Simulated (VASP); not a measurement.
HfS4, 5 atoms in the cell. Symmetry: P6/mmm, No. 191, hexagonal system. The conventional cell has a = 4.995 Å, b = 4.995 Å, c = 6.240 Å, α = 90.00°, β = 90.00°, γ = 120.00°. Within 2.5 Å of Hf (site symmetry 6/mmm) lie 2 S at 1.85 Å. Within 2.5 Å of S (site symmetry 6mm) lie 1 Hf at 1.85 Å. Within 3.8 Å of S (site symmetry -6m2) lie 9 S at 2.88 to 3.42 Å and 3 Hf at 2.88 Å. 

- Program: VASP 6.6.1
- Task: single point
- Functional: PBE
- Potentials or basis: VASP PAW PBE potentials, release 64 (Hf_pv, S)
- Cutoff: 520 eV
- k mesh: 6 × 6 × 4
- Occupations: gaussian, width 0.1 eV
- Spin: no spin polarisation
- Dipole correction: no
- Further INCAR settings: ALGO = Normal; EDIFF = 1e-06; NBANDS = 25

Potentials or basis: VASP PAW PBE potentials, release 64 (Hf_pv, S).

The run is started by

```console
$ cat potpaw_PBE.64/Hf_pv/POTCAR potpaw_PBE.64/S/POTCAR > POTCAR
$ mpirun -np 1 vasp_std > vasp.out
```

Hardware: 1 thread of AMD EPYC 9R45 96-Core Processor (Zen 5), on a shared host.

Question: How long does it take, and how much memory?

Answer: Wall time 46 s on 1 thread of AMD EPYC 9R45 96-Core Processor (Zen 5), with other jobs on the host, peak memory 0.25 GiB. Counts: scf iterations 14, k points 21.
